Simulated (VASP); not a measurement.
# Si (a cell with a defect) in VASP: a series of runs

Si (a cell with a defect) is run at these levels: PBE+D3(BJ); tasks: single point, relaxation of the atoms.

Everything below comes from runs of VASP 6.6.1. Logs are shortened: lines on timing, memory, paths and dates and some standing lists are left out, and cuts for length are marked.

## 1. The cell of the first run

The cell holds a defect, 17 atoms: a = 7.679 Å, b = 7.679 Å, c = 7.679 Å, α = 60.00°, β = 60.00°, γ = 60.00°.

## 2. Single point, PBE+D3(BJ)

INCAR reads:

```
SYSTEM = Si
ALGO = Normal
EDIFF = 1E-7
ENCUT = 520
GGA = PE
ISIF = 2
ISMEAR = 0
IVDW = 12
LASPH = .TRUE.
LCHARG = .TRUE.
LELF = .TRUE.
LREAL = Auto
LVHAR = .TRUE.
LWAVE = .FALSE.
NBANDS = 48
NELM = 60
PREC = Accurate
SIGMA = 0.02
```

KPOINTS reads:

```
k-points
0
G
  2 2 2
  0 0 0
```

POSCAR reads:

```
Si
1.0
    0.0000000000      5.4300000000      5.4300000000
    5.4300000000      0.0000000000      5.4300000000
    5.4300000000      5.4300000000      0.0000000000
Si
17
Direct
    0.0007188971      0.0002783272      0.0003667916
    0.1247989917      0.1251529884      0.1251785572
    0.0005349530     -0.0000133898      0.4989726127
    0.1226966269      0.1211191013      0.6280484703
    0.0005178983      0.4989468441      0.0000500962
    0.1226841750      0.6279626329      0.1212382459
   -0.0050094030      0.5013614036      0.5014716144
    0.1223767648      0.6276874959      0.6277482930
    0.4985573571      0.0003135097      0.0003999499
    0.6283085107      0.1216149517      0.1217491238
    0.5027578316     -0.0075677113      0.5021181785
    0.6281485465      0.1211929000      0.6280739001
    0.5027683026      0.5020228470     -0.0074894259
    0.6281316882      0.6279904836      0.1213091410
    0.5023677063      0.5014906908      0.5015960998
    0.6264050948      0.6237747264      0.6238633512
    0.3763774584      0.3738130986      0.3738833000
```

Potentials or basis: VASP PAW PBE potentials, release 64 (Si).

On the command line:

```console
cat potpaw_PBE.64/Si/POTCAR > POTCAR
mpirun -np 1 vasp_std > vasp.out
```

OUTCAR:

```text
SYSTEM = Si
   EDIFF = 1E-7
   ENCUT = 520
   GGA = PE
   ISIF = 2
   ISMEAR = 0
   IVDW = 12
   LASPH = .TRUE.
   LREAL = Auto
   NELM = 60
   PREC = Accurate
 IVDW          = 12

 ion  position               nearest neighbor table
   1  0.001  0.000  0.000-   6 2.33   4 2.33  10 2.34   2 2.34
   2  0.125  0.125  0.125-   9 2.34   1 2.34   5 2.34   3 2.34
   3  0.001  1.000  0.499-   8 2.33   4 2.34  12 2.34   2 2.34
   4  0.123  0.121  0.628-   1 2.33   3 2.34  11 2.38   7 2.38  17 2.75
   5  0.001  0.499  0.000-   8 2.33   6 2.33  14 2.34   2 2.34
   6  0.123  0.628  0.121-   1 2.33   5 2.33  13 2.38   7 2.38  17 2.75
   7  0.995  0.501  0.501-  16 2.31   8 2.38   6 2.38   4 2.38  17 2.39
   8  0.122  0.628  0.628-   3 2.33   5 2.33   7 2.38  15 2.38  17 2.76
   9  0.499  0.000  0.000-  14 2.33  12 2.33  10 2.34   2 2.34
  10  0.628  0.122  0.122-   9 2.34   1 2.34  11 2.38  13 2.39  17 2.74
  11  0.503  0.992  0.502-  16 2.31   4 2.38  12 2.38  10 2.38  17 2.39
  12  0.628  0.121  0.628-   9 2.33   3 2.34  11 2.38  15 2.38  17 2.75
  13  0.503  0.502  0.993-  16 2.31   6 2.38  14 2.38  10 2.39  17 2.39
  14  0.628  0.628  0.121-   9 2.33   5 2.34  13 2.38  15 2.38  17 2.75
  15  0.502  0.501  0.502-  16 2.31   8 2.38  14 2.38  12 2.38  17 2.39
  16  0.626  0.624  0.624-   7 2.31  15 2.31  13 2.31  11 2.31
  17  0.376  0.374  0.374-  13 2.39  15 2.39  11 2.39   7 2.39  10 2.74  14 2.75  12 2.75   6 2.75
                             4 2.75   8 2.76

  LATTYP: Found a face centered cubic cell.
 ALAT       =    10.8600000000

  Lattice vectors:

 A1 = (   0.0000000000,   5.4300000000,   5.4300000000)
 A2 = (   5.4300000000,   0.0000000000,   5.4300000000)
 A3 = (   5.4300000000,   5.4300000000,   0.0000000000)

Analysis of symmetry for initial positions (statically):
=====================================================================
 Subroutine PRICEL returns:
 Original cell was already a primitive cell.

 Routine SETGRP: Setting up the symmetry group for a
 face centered cubic supercell.

 Subroutine GETGRP returns: Found  1 space group operations
 (whereof  1 operations were pure point group operations)
 out of a pool of 48 trial point group operations.

The static configuration has the point symmetry C_1 .

Analysis of symmetry for dynamics (positions and initial velocities):
=====================================================================
 Subroutine PRICEL returns:
 Original cell was already a primitive cell.

 Routine SETGRP: Setting up the symmetry group for a
 face centered cubic supercell.

 Subroutine GETGRP returns: Found  1 space group operations
 (whereof  1 operations were pure point group operations)
 out of a pool of 48 trial point group operations.

The dynamic configuration has the point symmetry C_1 .

 Subroutine INISYM returns: Found  1 space group operations
 (whereof  1 operations are pure point group operations),
 and found     1 'primitive' translations

----------------------------------------------------------------------------------------

                                     Primitive cell

  volume of cell :     320.2060

  direct lattice vectors                    reciprocal lattice vectors
     0.000000000  5.430000000  5.430000000    -0.092081031  0.092081031  0.092081031
     5.430000000  0.000000000  5.430000000     0.092081031 -0.092081031  0.092081031
     5.430000000  5.430000000  0.000000000     0.092081031  0.092081031 -0.092081031

  length of vectors
     7.679179644  7.679179644  7.679179644     0.159489025  0.159489025  0.159489025

  position of ions in fractional coordinates (direct lattice)
     0.000718897  0.000278327  0.000366792
     0.124798992  0.125152988  0.125178557
     0.000534953  0.999986610  0.498972613
     0.122696627  0.121119101  0.628048470
     0.000517898  0.498946844  0.000050096
     0.122684175  0.627962633  0.121238246
[... 9 lines left out ...]
     0.626405095  0.623774726  0.623863351
     0.376377458  0.373813099  0.373883300

  ion indices of the primitive-cell ions
   primitive index   ion index
                 1           1
                 2           2
                 3           3
                 4           4
                 5           5
                 6           6
[... 9 lines left out ...]
                16          16
                17          17

----------------------------------------------------------------------------------------

 KPOINTS: k-points

Automatic generation of k-mesh.
 Grid dimensions read from file:
 generate k-points for:    2    2    2

 Generating k-lattice:

  Cartesian coordinates                     Fractional coordinates (reciprocal lattice)
    -0.046040516  0.046040516  0.046040516     0.500000000  0.000000000  0.000000000
     0.046040516 -0.046040516  0.046040516     0.000000000  0.500000000  0.000000000
     0.046040516  0.046040516 -0.046040516     0.000000000  0.000000000  0.500000000

  Length of vectors
     0.079744512  0.079744512  0.079744512

  Shift w.r.t. Gamma in fractional coordinates (k-lattice)
     0.000000000  0.000000000  0.000000000

 Subroutine IBZKPT returns following result:
 ===========================================

 Found      8 irreducible k-points:

 Following reciprocal coordinates:
            Coordinates               Weight
  0.000000  0.000000  0.000000      1.000000
  0.500000  0.000000  0.000000      1.000000
  0.000000  0.500000  0.000000      1.000000
  0.000000  0.000000  0.500000      1.000000
  0.500000  0.500000  0.500000      1.000000
  0.500000  0.500000  0.000000      1.000000
  0.000000  0.500000  0.500000      1.000000
  0.500000  0.000000  0.500000      1.000000
   k-points           NKPTS =      8   k-points in BZ     NKDIM =      8   number of bands    NBANDS=     48
   number of dos      NEDOS =    301   number of ions     NIONS =     17
   total plane-waves  NPLWV = 216000
   dimension x,y,z NGX =    60 NGY =   60 NGZ =   60
   dimension x,y,z NGXF=   120 NGYF=  120 NGZF=  120
   ions per type =              17
   NGX,Y,Z   is equivalent  to a cutoff of  12.99, 12.99, 12.99 a.u.
   NGXF,Y,Z  is equivalent  to a cutoff of  25.98, 25.98, 25.98 a.u.
 SYSTEM =  Si
   PREC   = accura    normal or accurate (medium, high low for compatibility)
   ISTART =      0    job   : 0-new  1-cont  2-samecut
   ICHARG =      2    charge: 1-file 2-atom 10-const
   ISPIN  =      1    spin polarized calculation?
   LNONCOLLINEAR =      F non collinear calculations
   LSORBIT =      F    spin-orbit coupling
   LASPH  =      T    aspherical Exc in radial PAW
   ENCUT  =  520.0 eV  38.22 Ry    6.18 a.u.  14.28 14.28 14.28*2*pi/ulx,y,z
   NELM   =     60;   NELMIN=  2; NELMDL= -5     # of ELM steps
   EDIFF  = 0.1E-06   stopping-criterion for ELM
   LREAL  =      T    real-space projection
   EDIFFG = 0.1E-05   stopping-criterion for IOM
   NSW    =      0    number of steps for IOM
   IBRION =     -1    ionic relax: 0-MD 1-quasi-New 2-CG
   NFREE  =      0    steps in history (QN), initial steepest desc. (CG)
   ISIF   =      2    stress and relaxation
   ISYM   =      2    0-nonsym 1-usesym 2-fastsym
   POTIM  = 0.5000    time-step for ionic-motion
   TEBEG  =    0.0;   TEEND  =   0.0 temperature during run
   PSTRESS=    0.0 pullay stress
   NELECT =      68.0000    total number of electrons
   NUPDOWN=      -1.0000    fix difference up-down
   EMIN   =  10.00;   EMAX   =-10.00  energy-range for DOS
   EFERMI =   0.00;   METHOD = LEGACY
   ISMEAR =     0;   SIGMA  =   0.02  broadening in eV -4-tet -1-fermi 0-gaus
   EFERMI_NEDOS =   21; number of points for ismear=-14 and -15
   IALGO  =     38    algorithm
   IMIX   =      4    mixing-type and parameters
     AMIX     =   0.40;   BMIX     =  1.00
     AMIX_MAG =   1.60;   BMIX_MAG =  1.00
  volume/ion in A,a.u.               =      18.84       127.11
  Fermi-wavevector in a.u.,A,eV,Ry     =   0.976715  1.845724 12.979587  0.953973
  Thomas-Fermi vector in A             =   2.107356
   LORBIT       =      0    0 simple, 1 ext, 2 COOP (PROOUT), +10 PAW based schemes
   GGA     = PE    functional components
   LHFCALC =     F    Hartree Fock is set to
   AEXX    =    0.0000 exact exchange contribution
   IVDW    =    12    specifies the selected vdW correction
   LEPSILON=     F    determine dielectric tensor
   LRPA    =     F    only Hartree local field effects (RPA)
 non-spin polarized calculation
 Gauss-broadening in eV      SIGMA  =   0.02
  energy-cutoff  :      520.00
  volume of cell :      320.21
 maximum number of plane-waves:      8646
 NGX is ok and might be reduce to    60
   NGX = 29   NGY = 29   NGZ = 29

 number of electron      68.0000001 magnetization

 Free energy of the ion-electron system (eV)
  ---------------------------------------------------
  ext. energy  EPLUGINS =         0.00000000
  ---------------------------------------------------
  free energy    TOTEN  =       -87.98995732 eV

  energy without entropy =      -87.98610091  energy(sigma->0) =      -87.98802912

 E-fermi :   6.9197     XC(G=0):  -9.6742

 val. band max:        6.6793655306   @ k =   0.0000   0.0000   0.0000
 cond. band min:       6.9256599502   @ k =   0.5000   0.5000   0.0000
 fundamental gap:      0.2462944196
 Fermi energy:         6.9196608037

 k-point     1 :       0.0000    0.0000    0.0000
  band No.  band energies     occupation
      1      -6.3185      2.00000
      2      -3.7728      2.00000
      3      -3.6306      2.00000
      4      -3.6282      2.00000
      5      -3.6254      2.00000
      6      -2.8062      2.00000
[... 38 lines left out ...]
     45       8.1234      0.00000
     46       9.0596      0.00000

 k-point     2 :       0.5000    0.0000    0.0000
  band No.  band energies     occupation
      1      -5.9176      2.00000
      2      -4.9532      2.00000
      3      -3.5700      2.00000
      4      -3.4304      2.00000
      5      -3.4251      2.00000
      6      -2.9550      2.00000
[... 38 lines left out ...]
     45       9.8147      0.00000
     46       9.9607      0.00000

 k-point     3 :       0.0000    0.5000    0.0000
  band No.  band energies     occupation
      1      -5.9164      2.00000
      2      -4.9564      2.00000
      3      -3.5718      2.00000
      4      -3.4282      2.00000
      5      -3.4222      2.00000
      6      -2.9548      2.00000
[... 38 lines left out ...]
     45       9.8127      0.00000
     46       9.9552      0.00000

 k-point     4 :       0.0000    0.0000    0.5000
  band No.  band energies     occupation
      1      -5.9164      2.00000
      2      -4.9563      2.00000
      3      -3.5718      2.00000
      4      -3.4285      2.00000
      5      -3.4221      2.00000
      6      -2.9548      2.00000
[... 38 lines left out ...]
     45       9.8127      0.00000
     46       9.9552      0.00000

 k-point     5 :       0.5000    0.5000    0.5000
  band No.  band energies     occupation
      1      -5.9174      2.00000
      2      -4.9537      2.00000
      3      -3.5704      2.00000
      4      -3.4305      2.00000
      5      -3.4244      2.00000
      6      -2.9550      2.00000
[... 38 lines left out ...]
     45       9.8144      0.00000
     46       9.9597      0.00000

 k-point     6 :       0.5000    0.5000    0.0000
  band No.  band energies     occupation
      1      -5.7836      2.00000
      2      -4.7234      2.00000
      3      -3.9902      2.00000
      4      -3.8778      2.00000
      5      -3.8777      2.00000
      6      -3.6271      2.00000
[... 38 lines left out ...]
     45      10.1238      0.00000
     46      10.1250      0.00000

 k-point     7 :       0.0000    0.5000    0.5000
  band No.  band energies     occupation
      1      -5.7836      2.00000
      2      -4.7234      2.00000
      3      -3.9902      2.00000
      4      -3.8795      2.00000
      5      -3.8757      2.00000
      6      -3.6272      2.00000
[... 38 lines left out ...]
     45      10.1185      0.00000
     46      10.1298      0.00000

 k-point     8 :       0.5000    0.0000    0.5000
  band No.  band energies     occupation
      1      -5.7836      2.00000
      2      -4.7234      2.00000
      3      -3.9902      2.00000
      4      -3.8779      2.00000
      5      -3.8775      2.00000
      6      -3.6271      2.00000
[... 38 lines left out ...]
     45      10.1237      0.00000
     46      10.1250      0.00000
 [bands above 46 left out]

------------------------ aborting loop because EDIFF is reached ----------------------------------------

 Edisp (eV)   -5.64336

 E8    (eV) :    -2.3346

  FORCE on cell =-STRESS in cart. coord.  units (eV):
  Direction    XX          YY          ZZ          XY          YZ          ZX
  --------------------------------------------------------------------------------------
  -------------------------------------------------------------------------------------
  Total       4.79463     4.78064     4.77975     0.00158     0.03215    -0.00315
  in kB      23.99034    23.92031    23.91589     0.00792     0.16085    -0.01577
  external pressure =       23.94 kB  Pullay stress =        0.00 kB

 VOLUME and BASIS-vectors are now :
 -----------------------------------------------------------------------------
  energy-cutoff  :      520.00
  volume of cell :      320.21
      direct lattice vectors                 reciprocal lattice vectors
     0.000000000  5.430000000  5.430000000    -0.092081031  0.092081031  0.092081031
     5.430000000  0.000000000  5.430000000     0.092081031 -0.092081031  0.092081031
     5.430000000  5.430000000  0.000000000     0.092081031  0.092081031 -0.092081031

 POSITION                                       TOTAL-FORCE (eV/Angst)
 -----------------------------------------------------------------------------------
      0.00350      0.00590      0.00541         0.007869      0.004984      0.005195
      1.35930      1.35738      1.35724        -0.005614      0.000572      0.000141
      8.13935      2.71233      5.43283        -0.006643     -0.009637      0.009166
      4.06798      4.07655      1.32392         0.005522     -0.011912      0.016282
      2.70955      0.00308      2.71209        -0.006635      0.009523     -0.009840
      4.06816      1.32450      4.07601         0.004572      0.016402     -0.011174
[... 9 lines left out ...]
      6.77467      6.78896      6.78848         0.004778     -0.000995     -0.000610
      4.05999      4.07392      4.07353         0.004051     -0.000654     -0.000526
 -----------------------------------------------------------------------------------
    total drift:                                0.004395     -0.001574     -0.000409

  FREE ENERGIE OF THE ION-ELECTRON SYSTEM (eV)
  ---------------------------------------------------
  free  energy   TOTEN  =       -93.6333167069 eV

  energy  without entropy=      -93.6294602999  energy(sigma->0) =      -93.63138850
```

It took 5.9 min on 1 thread of Intel Xeon 8259CL, shared host; peak memory 0.47 GiB.

Results:

- Free energy: -93.6333 eV
- Pressure: 2.4 GPa
- Largest force: 0.021 eV/Å
- Band gap on the k mesh: zero (bands 34 and 35 overlap by 0.25 eV)
- Dispersion energy per atom: -0.332 eV

Forces on the atoms (eV/Å):
```
Si   0.008  0.005  0.005
Si  -0.006  0.001  0.000
Si  -0.007 -0.010  0.009
Si   0.006 -0.012  0.016
Si  -0.007  0.010 -0.010
Si   0.005  0.016 -0.011
Si   0.002 -0.007 -0.007
Si  -0.021 -0.001 -0.001
Si   0.007 -0.005 -0.005
Si   0.007  0.000  0.001
Si  -0.006 -0.001  0.002
Si   0.005 -0.014  0.012
Si  -0.005  0.003 -0.002
Si   0.004  0.011 -0.015
Si  -0.001  0.006  0.006
Si   0.005 -0.001 -0.001
Si   0.004 -0.001 -0.001
```

Caveat: the k points lie up to 0.50 Å⁻¹ apart.

## 3. Single point, PBE+D3(BJ)

INCAR reads:

```
SYSTEM = Si
PREC = Accurate ; ENCUT = 520
EDIFF = 1E-6 ; ISMEAR = 0
SIGMA = 0.02 ; LREAL = Auto
LASPH = .TRUE. ; NELM = 80
ALGO = Normal ; ISIF = 2
LWAVE = .FALSE. ; LCHARG = .FALSE.
GGA = PE ; IVDW = 12
NBANDS = 48
```

KPOINTS reads:

```
regular mesh
0
G
  2 2 2
  0 0 0
```

POSCAR reads:

```
Si
1.0
    0.0000000000      5.4300000000      5.4300000000
    5.4300000000      0.0000000000      5.4300000000
    5.4300000000      5.4300000000      0.0000000000
Si
17
Direct
   -0.0006410474      0.0009303899     -0.0000643122
    0.1228198008      0.1230773709      0.1228910480
   -0.0029498719     -0.0030078836      0.5030159227
    0.1227642658      0.1230412256      0.6313758515
   -0.0030747426      0.5033616000     -0.0031060243
    0.1224641379      0.6323944399      0.1225892710
   -0.0031029292      0.5033486083      0.5028806550
    0.1263181819      0.6246952283      0.6245090902
    0.5028758052     -0.0029846481     -0.0029557697
    0.6307875921      0.1231798759      0.1230249387
    0.5028390383     -0.0029887016      0.5031019472
    0.6246259778      0.1260311197      0.6246783840
    0.5026760631      0.5034091037     -0.0030465174
    0.6244956539      0.6247320604      0.1262093337
    0.5000794268      0.4998906762      0.5000049210
    0.6244691993      0.6247237124      0.6245679012
    0.2493932580      0.2509130020      0.2499215996
```

Potentials or basis: VASP PAW PBE potentials, release 64 (Si).

On the command line:

```console
cat potpaw_PBE.64/Si/POTCAR > POTCAR
mpirun -np 1 vasp_std > vasp.out
```

Wall time 5.3 min (1 thread of Intel Xeon 8259CL, shared host); peak memory 0.47 GiB.

It converged, with:

```
Free energy                : -93.6334 eV
Pressure                   : 2.4 GPa
Largest force              : 0.016 eV/Å
Band gap on the k mesh     : zero (bands 34 and 35 overlap by 0.25 eV)
Dispersion energy per atom : -0.332 eV
```

Forces on the atoms (eV/Å):
```
Si  -0.001  0.001  0.000
Si   0.002 -0.004  0.000
Si   0.004 -0.005  0.012
Si   0.004 -0.003  0.002
Si   0.001  0.009 -0.003
Si  -0.007  0.007 -0.008
Si  -0.009  0.000 -0.002
Si  -0.007  0.006  0.000
Si   0.016 -0.003  0.003
Si  -0.001  0.002  0.007
Si   0.003 -0.014  0.004
Si   0.006 -0.007  0.010
Si  -0.001  0.002 -0.010
Si   0.000  0.010 -0.008
Si  -0.001  0.001  0.000
Si  -0.010  0.000 -0.007
Si   0.002 -0.001  0.000
```

Levels at points of the mesh, in eV from the Fermi level:
```csv
k point,band 32,band 33,band 34,band 35,band 36,band 37
"(0.00, 0.00, 0.00)",-0.83,-0.83,-0.25,-0.25,-0.24,0.08
"(0.50, 0.00, 0.00)",-1.44,-1.44,-0.35,0.52,0.53,0.89
"(0.00, 0.50, 0.00)",-1.44,-1.44,-0.35,0.53,0.53,0.89
"(0.00, 0.00, 0.50)",-1.44,-1.44,-0.35,0.52,0.53,0.89
"(0.50, 0.50, 0.50)",-1.44,-1.44,-0.35,0.52,0.53,0.89
"(0.50, 0.50, 0.00)",-1.90,-1.00,0.01,0.71,1.02,1.02
"(0.00, 0.50, 0.50)",-1.90,-1.00,0.01,0.71,1.01,1.02
"(0.50, 0.00, 0.50)",-1.90,-1.00,0.01,0.71,1.01,1.02
```

Caveat: the k points lie up to 0.50 Å⁻¹ apart.

(Part 1 of 2 ends here.)
